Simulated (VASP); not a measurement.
The system is Mg2Si.

```
Mg Si
1.0
     0.00000    3.16897    3.16897
     3.16897    0.00000    3.16897
     3.16897    3.16897    0.00000
Mg Si
2 1
Direct
  0.25000 0.25000 0.25000
  0.75000 0.75000 0.75000
  0.00000 0.00000 0.00000
```

Base run:

| Item | Value |
| --- | --- |
| Program | VASP 6.6.1 |
| Functional | r2SCAN |
| Potentials or basis | VASP PAW PBE potentials, release 64 (Mg, Si) |
| Cutoff | 660 eV |
| k mesh | 8 × 8 × 8 |
| Occupations | gaussian, width 0.01 eV |
| Spin | no spin polarisation |

Its results: band gap on the k mesh 0.45 eV (least direct gap 2.48 eV); pressure -0.3 GPa.

The run is repeated on the same cell with these changes: functional from r2SCAN to PBE; cutoff from 660 eV to 600 eV. What comes out?

Band gap on the k mesh 0.20 eV (least direct gap 1.91 eV); pressure 0.6 GPa.

Caveats: the PAW data sets were made with another functional, which shifts forces and pressure a little (at least some runs).

A k mesh can miss the band edges.
